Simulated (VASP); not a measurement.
# PbS (Cmcm) in VASP: further runs

Runs on PbS. Level: r2SCAN. Tasks: single point.

Program: VASP 6.6.1. These are calculated values, not measurements. Logs are shortened: lines on timing, memory, paths and dates and some standing lists are left out, and cuts for length are marked.

**1. The cell of the first run**

The structure is orthorhombic, space group Cmcm (No. 63). Conventional cell: a = 4.164 Å, b = 12.009 Å, c = 4.271 Å, α = 90.00°, β = 90.00°, γ = 90.00°. Pb (site symmetry m2m) has 5 S at 2.68 to 2.99 Å within 3.5 Å. S (site symmetry m2m) has 5 Pb at 2.68 to 2.99 Å within 3.5 Å.

**2. Single point, r2SCAN**

POSCAR

```
PbS
1.0
    2.0820294381     -6.0046799564      0.0000000000
    2.0820294381      6.0046799564      0.0000000000
    0.0000000000      0.0000000000      4.2712453601
Pb S
2 2
Direct
    0.8694780866      0.1305219134      0.7500000000
    0.1305219134      0.8694780866      0.2500000000
    0.6462637630      0.3537362370      0.7500000000
    0.3537362370      0.6462637630      0.2500000000
```

INCAR.step1

```
SYSTEM = PbS
PREC     = Accurate       ! precision mode
ENCUT    = 520            ! plane-wave cutoff, eV
ISMEAR   = 0              ! smearing method
SIGMA    = 0.02           ! smearing width, eV
LREAL    = .FALSE.        ! projectors in reciprocal space
LASPH    = .TRUE.         ! aspherical terms in the spheres
NELM     = 100            ! most SCF steps
NBANDS   = 28             ! bands
GGA      = PE             ! functional
ALGO     = Normal         ! electronic algorithm
EDIFF    = 1E-4           ! SCF threshold, eV
LWAVE    = .TRUE.         ! write WAVECAR
LCHARG   = .FALSE.        ! write CHGCAR
```

INCAR.step2

```
SYSTEM = PbS
PREC     = Accurate       ! precision mode
ENCUT    = 520            ! plane-wave cutoff, eV
EDIFF    = 1E-6           ! SCF threshold, eV
ISMEAR   = 0              ! smearing method
SIGMA    = 0.02           ! smearing width, eV
LREAL    = .FALSE.        ! projectors in reciprocal space
LASPH    = .TRUE.         ! aspherical terms in the spheres
NELM     = 100            ! most SCF steps
ALGO     = Normal         ! electronic algorithm
ISIF     = 2              ! what is computed and relaxed
LWAVE    = .FALSE.        ! write WAVECAR
LCHARG   = .FALSE.        ! write CHGCAR
METAGGA  = R2SCAN         ! meta-GGA
LMIXTAU  = .TRUE.       
NBANDS   = 28             ! bands
ISTART   = 1
```

KPOINTS

```
Automatic mesh
0
G
  8 8 6
  0 0 0
```

Potentials or basis: VASP PAW PBE potentials, release 64 (Pb_d, S).

Launch:

```console
> cat potpaw_PBE.64/Pb_d/POTCAR potpaw_PBE.64/S/POTCAR > POTCAR
> cp INCAR.step1 INCAR
> mpirun -np 1 vasp_std > vasp.out
> cp INCAR.step2 INCAR
> mpirun -np 1 vasp_std > vasp.out
```

OUTCAR:

```text
SYSTEM = PbS
   PREC = Accurate
   ENCUT = 520
   EDIFF = 1E-6
   ISMEAR = 0
   LREAL = .FALSE.
   LASPH = .TRUE.
   NELM = 100
   ISIF = 2
   METAGGA = R2SCAN
   ISTART = 1

 ion  position               nearest neighbor table
   1  0.869  0.131  0.750-   3 2.68   4 2.99   4 2.99   4 2.99   4 2.99   2 3.79   2 3.79   2 4.14
                             2 4.14   2 4.14   2 4.14
   2  0.131  0.869  0.250-   4 2.68   3 2.99   3 2.99   3 2.99   3 2.99   1 3.79   1 3.79   1 4.14
                             1 4.14   1 4.14   1 4.14
   3  0.646  0.354  0.750-   1 2.68   2 2.99   2 2.99   2 2.99   2 2.99
   4  0.354  0.646  0.250-   2 2.68   1 2.99   1 2.99   1 2.99   1 2.99

  LATTYP: Found a base centered orthorhombic cell.
 ALAT       =     4.1640588762
 B/A-ratio  =     2.8840514195
 C/A-ratio  =     1.0257408666

  Lattice vectors:

 A1 = (   2.0820294381,  -6.0046799564,   0.0000000000)
 A2 = (   2.0820294381,   6.0046799564,   0.0000000000)
 A3 = (   0.0000000000,   0.0000000000,   4.2712453601)

Analysis of symmetry for initial positions (statically):
=====================================================================
 Subroutine PRICEL returns:
 Original cell was already a primitive cell.

 Routine SETGRP: Setting up the symmetry group for a
 base centered orthorhombic supercell.

 Subroutine GETGRP returns: Found  8 space group operations
 (whereof  4 operations were pure point group operations)
 out of a pool of  8 trial point group operations.

The static configuration has the point symmetry C_2h.
 The point group associated with its full space group is D_2h.

Analysis of symmetry for dynamics (positions and initial velocities):
=====================================================================
 Subroutine PRICEL returns:
 Original cell was already a primitive cell.

 Routine SETGRP: Setting up the symmetry group for a
 base centered orthorhombic supercell.

 Subroutine GETGRP returns: Found  8 space group operations
 (whereof  4 operations were pure point group operations)
 out of a pool of  8 trial point group operations.

The dynamic configuration has the point symmetry C_2h.
 The point group associated with its full space group is D_2h.

 Subroutine INISYM returns: Found  8 space group operations
 (whereof  4 operations are pure point group operations),
 and found     1 'primitive' translations

----------------------------------------------------------------------------------------

                                     Primitive cell

  volume of cell :     106.7975

  direct lattice vectors                    reciprocal lattice vectors
     2.082029438 -6.004679956  0.000000000     0.240150303 -0.083268385  0.000000000
     2.082029438  6.004679956  0.000000000     0.240150303  0.083268385  0.000000000
     0.000000000  0.000000000  4.271245360     0.000000000  0.000000000  0.234123754

  length of vectors
     6.355393612  6.355393612  4.271245360     0.254176694  0.254176694  0.234123754

  position of ions in fractional coordinates (direct lattice)
     0.869478087  0.130521913  0.750000000
     0.130521913  0.869478087  0.250000000
     0.646263763  0.353736237  0.750000000
     0.353736237  0.646263763  0.250000000

  ion indices of the primitive-cell ions
   primitive index   ion index
                 1           1
                 2           2
                 3           3
                 4           4

----------------------------------------------------------------------------------------

 KPOINTS: Automatic mesh

Automatic generation of k-mesh.
 Grid dimensions read from file:
 generate k-points for:    8    8    6

 Generating k-lattice:

  Cartesian coordinates                     Fractional coordinates (reciprocal lattice)
     0.030018788 -0.010408548  0.000000000     0.125000000  0.000000000  0.000000000
     0.030018788  0.010408548  0.000000000     0.000000000  0.125000000  0.000000000
     0.000000000  0.000000000  0.039020626     0.000000000  0.000000000  0.166666667

  Length of vectors
     0.031772087  0.031772087  0.039020626

  Shift w.r.t. Gamma in fractional coordinates (k-lattice)
     0.000000000  0.000000000  0.000000000

 Subroutine IBZKPT returns following result:
 ===========================================

 Found     84 irreducible k-points:

 Following reciprocal coordinates:
            Coordinates               Weight
  0.000000  0.000000  0.000000      1.000000
  0.125000  0.000000  0.000000      4.000000
  0.250000  0.000000  0.000000      4.000000
  0.375000  0.000000  0.000000      4.000000
  0.500000  0.000000  0.000000      2.000000
  0.125000  0.125000  0.000000      2.000000
[... 16 lines left out ...]
  0.125000  0.000000  0.166667      8.000000
  0.250000  0.000000  0.166667      8.000000
 [... further k-points ...]
   k-points           NKPTS =     84   k-points in BZ     NKDIM =     84   number of bands    NBANDS=     28
   number of dos      NEDOS =    301   number of ions     NIONS =      4
   total plane-waves  NPLWV =  73728
   dimension x,y,z NGX =    48 NGY =   48 NGZ =   32
   dimension x,y,z NGXF=    96 NGYF=   96 NGZF=   64
   ions per type =               2   2
   NGX,Y,Z   is equivalent  to a cutoff of  12.56, 12.56, 12.46 a.u.
   NGXF,Y,Z  is equivalent  to a cutoff of  25.11, 25.11, 24.91 a.u.
 SYSTEM =  PbS
   PREC   = accura    normal or accurate (medium, high low for compatibility)
   ISTART =      1    job   : 0-new  1-cont  2-samecut
   ICHARG =      0    charge: 1-file 2-atom 10-const
   ISPIN  =      1    spin polarized calculation?
   LNONCOLLINEAR =      F non collinear calculations
   LSORBIT =      F    spin-orbit coupling
   LASPH  =      T    aspherical Exc in radial PAW
   ENCUT  =  520.0 eV  38.22 Ry    6.18 a.u.  11.82 11.82  7.94*2*pi/ulx,y,z
   NELM   =    100;   NELMIN=  2; NELMDL=  0     # of ELM steps
   EDIFF  = 0.1E-05   stopping-criterion for ELM
   LREAL  =      F    real-space projection
   EDIFFG = 0.1E-04   stopping-criterion for IOM
   NSW    =      0    number of steps for IOM
   IBRION =     -1    ionic relax: 0-MD 1-quasi-New 2-CG
   NFREE  =      0    steps in history (QN), initial steepest desc. (CG)
   ISIF   =      2    stress and relaxation
   ISYM   =      2    0-nonsym 1-usesym 2-fastsym
   POTIM  = 0.5000    time-step for ionic-motion
   TEBEG  =    0.0;   TEEND  =   0.0 temperature during run
   PSTRESS=    0.0 pullay stress
   NELECT =      40.0000    total number of electrons
   NUPDOWN=      -1.0000    fix difference up-down
   EMIN   =  10.00;   EMAX   =-10.00  energy-range for DOS
   EFERMI =   0.00;   METHOD = LEGACY
   ISMEAR =     0;   SIGMA  =   0.02  broadening in eV -4-tet -1-fermi 0-gaus
   EFERMI_NEDOS =   21; number of points for ismear=-14 and -15
   IALGO  =     38    algorithm
   IMIX   =      4    mixing-type and parameters
     AMIX     =   0.40;   BMIX     =  1.00
     AMIX_MAG =   1.60;   BMIX_MAG =  1.00
  volume/ion in A,a.u.               =      26.70       180.18
  Fermi-wavevector in a.u.,A,eV,Ry     =   1.180070  2.230009 18.946998  1.392565
  Thomas-Fermi vector in A             =   2.316369
   LORBIT       =      0    0 simple, 1 ext, 2 COOP (PROOUT), +10 PAW based schemes
   METAGGA = R2SCAN    functional components
   LHFCALC =     F    Hartree Fock is set to
   AEXX    =    0.0000 exact exchange contribution
   IVDW    =     0    specifies the selected vdW correction
   LEPSILON=     F    determine dielectric tensor
   LRPA    =     F    only Hartree local field effects (RPA)
 non-spin polarized calculation
 Gauss-broadening in eV      SIGMA  =   0.02
  energy-cutoff  :      520.00
  volume of cell :      106.80
 maximum number of plane-waves:      2904
   NGX = 23   NGY = 23   NGZ = 15

 number of electron      40.0000008 magnetization

 Free energy of the ion-electron system (eV)
  ---------------------------------------------------
  ext. energy  EPLUGINS =         0.00000000
  ---------------------------------------------------
  free energy    TOTEN  =      -131.13415891 eV

  energy without entropy =     -131.13415891  energy(sigma->0) =     -131.13415891

 E-fermi :   4.7953     XC(G=0): -10.1155

 val. band max:        4.6785778508   @ k =   0.5000   0.5000   0.3333
 cond. band min:       6.1326946917   @ k =   0.5000   0.5000   0.0000
 fundamental gap:      1.4541168409
 Fermi energy:         4.7952672880

 k-point     1 :       0.0000    0.0000    0.0000
  band No.  band energies     occupation
      1     -12.2474      2.00000
      2     -12.1381      2.00000
      3     -12.1313      2.00000
      4     -12.1200      2.00000
      5     -12.0922      2.00000
      6     -12.0893      2.00000
[... 20 lines left out ...]
     27      11.3151      0.00000
     28      12.1818      0.00000

 k-point     2 :       0.1250    0.0000    0.0000
  band No.  band energies     occupation
      1     -12.2372      2.00000
      2     -12.1342      2.00000
      3     -12.1225      2.00000
      4     -12.1192      2.00000
      5     -12.0945      2.00000
      6     -12.0942      2.00000
[... 20 lines left out ...]
     27      11.4361      0.00000
     28      12.4896      0.00000

 k-point     3 :       0.2500    0.0000    0.0000
  band No.  band energies     occupation
      1     -12.2111      2.00000
      2     -12.1258      2.00000
      3     -12.1200      2.00000
      4     -12.1071      2.00000
      5     -12.1040      2.00000
      6     -12.0987      2.00000
[... 20 lines left out ...]
     27      12.2021      0.00000
     28      13.1528      0.00000

 k-point     4 :       0.3750    0.0000    0.0000
  band No.  band energies     occupation
      1     -12.1793      2.00000
      2     -12.1293      2.00000
      3     -12.1245      2.00000
      4     -12.1199      2.00000
      5     -12.0986      2.00000
      6     -12.0932      2.00000
[... 578 lines left out ...]
     27      11.2171      0.00000
     28      12.9673      0.00000

 k-point    23 :       0.1250    0.0000    0.1667
  band No.  band energies     occupation
      1     -12.2228      2.00000
      2     -12.1341      2.00000
      3     -12.1255      2.00000
      4     -12.1100      2.00000
      5     -12.1069      2.00000
      6     -12.0944      2.00000
[... 20 lines left out ...]
     27      12.1087      0.00000
     28      13.1784      0.00000

 k-point    24 :       0.2500    0.0000    0.1667
  band No.  band energies     occupation
      1     -12.2082      2.00000
      2     -12.1383      2.00000
      3     -12.1218      2.00000
      4     -12.1111      2.00000
      5     -12.1079      2.00000
      6     -12.0907      2.00000
[... 20 lines left out ...]
     27      12.6104      0.00000
     28      13.1817      0.00000

 [... further k-points ...]
[... 5 lines left out ...]
  --------------------------------------------------------------------------------------
  -------------------------------------------------------------------------------------
  Total        0.0111446      0.0061445      0.0102039      0.0000000     -0.0000000      0.0000000
  in kB        0.1671919      0.0921792      0.1530792      0.0000000     -0.0000000      0.0000000
  external PRESSURE =       0.1374834 kB  Pullay stress =       0.0000000 kB

 VOLUME and BASIS-vectors are now :
 -----------------------------------------------------------------------------
  energy-cutoff  :      520.00
  volume of cell :      106.80
      direct lattice vectors                 reciprocal lattice vectors
     2.082029438 -6.004679956  0.000000000     0.240150303 -0.083268385  0.000000000
     2.082029438  6.004679956  0.000000000     0.240150303  0.083268385  0.000000000
     0.000000000  0.000000000  4.271245360     0.000000000  0.000000000  0.234123754

 POSITION                                       TOTAL-FORCE (eV/Angst)
 -----------------------------------------------------------------------------------
      2.08203     -4.43720      3.20343         0.000000     -0.007825     -0.000000
      2.08203      4.43720      1.06781         0.000000      0.007825      0.000000
      2.08203     -1.75653      3.20343         0.000000      0.010784     -0.000000
      2.08203      1.75653      1.06781         0.000000     -0.010784      0.000000
 -----------------------------------------------------------------------------------
    total drift:                                0.000000      0.000000     -0.000000

  FREE ENERGIE OF THE ION-ELECTRON SYSTEM (eV)
  ---------------------------------------------------
  free  energy   TOTEN  =      -131.1341589119 eV

  energy  without entropy=     -131.1341589119  energy(sigma->0) =     -131.13415891
```

Wall time 9.7 min (1 thread of Intel Xeon Platinum 8488C (Sapphire Rapids), shared host); peak memory 0.42 GiB.

Results:

- Free energy: -131.1342 eV
- Pressure: 0.0 GPa
- Largest force: 0.011 eV/Å
- Band gap on the k mesh: 1.45 eV, indirect (least direct gap 1.78 eV)

Forces on the atoms (eV/Å):
```
Pb   0.000 -0.008  0.000
Pb   0.000  0.008  0.000
S    0.000  0.011  0.000
S    0.000 -0.011  0.000
```

Levels at points of the mesh, in eV from the valence-band top:
```csv
k point,band 16,band 17,band 18,band 19,band 20,band 21,band 22,band 23,band 24,band 25
"(0.00, 0.00, 0.00)",-2.98,-2.46,-1.68,-1.50,-0.46,5.14,5.15,5.29,6.06,6.18
"(0.50, 0.00, 0.00)",-2.04,-1.37,-1.20,-0.31,-0.30,2.19,2.24,2.59,3.39,3.54
"(0.50, 0.50, 0.00)",-2.67,-2.01,-1.87,-1.35,-0.42,1.45,4.87,5.27,5.48,5.98
"(0.00, 0.00, 0.50)",-2.75,-1.16,-1.16,-0.08,-0.08,2.21,2.21,3.14,3.14,5.47
"(0.50, 0.00, 0.50)",-4.36,-3.13,-3.13,-1.48,-1.48,3.82,3.82,5.70,5.70,6.96
"(0.50, 0.50, 0.50)",-1.28,-1.25,-1.25,-0.39,-0.39,2.10,2.10,3.55,3.55,3.86
```

Caveat: the PAW data sets were made with another functional, which shifts forces and pressure a little; spin-orbit coupling is left out, which moves the levels of the heavy elements. A k mesh can miss the band edges.

**3. Single point, r2SCAN**

This run uses another cell than the first one, of 26.64 Å³/atom, 0.998 times its volume.

POSCAR

```
PbS
1.0
    2.0840145162     -5.9933322403      0.0000000000
    2.0840145162      5.9933322403      0.0000000000
    0.0000000000      0.0000000000      4.2654435626
Pb S
2 2
Direct
    0.8696441823      0.1303558177      0.7500000000
    0.1303558177      0.8696441823      0.2500000000
    0.6458900708      0.3541099292      0.7500000000
    0.3541099292      0.6458900708      0.2500000000
```

INCAR.step1

```
PREC = Accurate ; ENCUT = 520
ISMEAR = 0 ; SIGMA = 0.1
LREAL = False ; LASPH = True
NELM = 100 ; NBANDS = 28
GGA = PE ; ALGO = Normal
EDIFF = 1E-4 ; LWAVE = True
LCHARG = False
```

INCAR.step2

```
PREC = Accurate ; ENCUT = 520
EDIFF = 1E-6 ; ISMEAR = 0
SIGMA = 0.1 ; LREAL = False
LASPH = True ; NELM = 100
ALGO = Normal ; ISIF = 2
LWAVE = False ; LCHARG = False
METAGGA = R2SCAN ; LMIXTAU = True
NBANDS = 28 ; ISTART = 1
```

KPOINTS

```
regular mesh
0
Gamma
  6 6 6
```

Potentials or basis: VASP PAW PBE potentials, release 64 (Pb_d, S).

Launch:

```console
> cat potpaw_PBE.64/Pb_d/POTCAR potpaw_PBE.64/S/POTCAR > POTCAR
> cp INCAR.step1 INCAR
> mpirun -np 1 vasp_std > vasp.out
> cp INCAR.step2 INCAR
> mpirun -np 1 vasp_std > vasp.out
```

Wall time 6.7 min (1 thread of Intel Xeon Platinum 8488C (Sapphire Rapids), shared host); peak memory 0.36 GiB.

The run converged. Its results:

| Quantity | Value |
| --- | --- |
| Free energy | -131.1349 eV |
| Pressure | 0.0 GPa |
| Band gap on the k mesh | 1.46 eV, indirect (least direct gap 1.76 eV) |

Forces in eV/Å, atoms in the order of the input:
```
Pb   0.000 -0.002  0.000
Pb   0.000  0.002  0.000
S    0.000  0.002  0.000
S    0.000 -0.002  0.000
```

Stress tensor (GPa, compression positive):
```
-0.01  0.00  0.00
 0.00  0.04  0.00
 0.00  0.00  0.11
```

Levels at points of the mesh, in eV from the valence-band top:
```tsv
k point	band 17	band 18	band 19	band 20	band 21	band 22	band 23	band 24
(0.00, 0.00, 0.00)	-2.47	-1.70	-1.49	-0.46	5.13	5.15	5.29	6.06
(0.50, 0.00, 0.00)	-1.37	-1.20	-0.30	-0.30	2.20	2.25	2.59	3.38
(0.50, 0.50, 0.00)	-2.00	-1.87	-1.36	-0.43	1.46	4.87	5.27	5.47
(0.00, 0.00, 0.50)	-1.17	-1.17	-0.08	-0.08	2.19	2.19	3.12	3.12
(0.50, 0.00, 0.50)	-3.14	-3.14	-1.48	-1.48	3.81	3.81	5.72	5.72
(0.50, 0.50, 0.50)	-1.26	-1.26	-0.40	-0.40	2.08	2.08	3.54	3.54
```

Caveat: the PAW data sets were made with another functional, which shifts forces and pressure a little; spin-orbit coupling is left out, which moves the levels of the heavy elements. A k mesh can miss the band edges.
